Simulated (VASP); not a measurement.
A run of VASP 6.6.1 is set up as follows.

The input INCAR:

```
ALGO     = Normal         # electronic algorithm
EDIFF    = 1E-8           # SCF threshold, eV
ENCUT    = 520            # plane-wave cutoff, eV
GGA      = PE             # functional
ISIF     = 2              # what is computed and relaxed
ISMEAR   = -1             # smearing method
LASPH    = T              # aspherical terms in the spheres
LCHARG   = F              # write CHGCAR
LEFG     = T            
LREAL    = F              # projectors in reciprocal space
LWAVE    = F              # write WAVECAR
NBANDS   = 16             # bands
NELM     = 80             # most SCF steps
PREC     = Accurate       # precision mode
SIGMA    = 0.05           # smearing width, eV
```

Contents of KPOINTS:

```
k-points
0
Gamma
  16 16 12
```

The input POSCAR:

```
ZrB2
1.0
    3.1700000000      0.0000000000      0.0000000000
   -1.5850000000      2.7453005300      0.0000000000
    0.0000000000      0.0000000000      3.5330000000
Zr B
1 2
Direct
    0.0000000000      0.0000000000      0.0000000000
    0.3333333333      0.6666666667      0.5000000000
    0.6666666667      0.3333333333      0.5000000000
```

Potentials or basis: VASP PAW PBE potentials, release 64 (Zr_sv, B).

The run is started by

```console
$ cat potpaw_PBE.64/Zr_sv/POTCAR potpaw_PBE.64/B/POTCAR > POTCAR
$ mpirun -np 1 vasp_std > vasp.out
```

(1) What does it give for the band gap on the k mesh?

(2) Predict the pressure.

Results:

(1) zero (band 9 reaches 11.29 eV, above the bottom of band 10 at 10.13 eV).

(2) 0.9 GPa.

Caveat: without QUAD_EFG the Cq values of the log hold for a quadrupole moment of 1 mb, not for the nuclei.
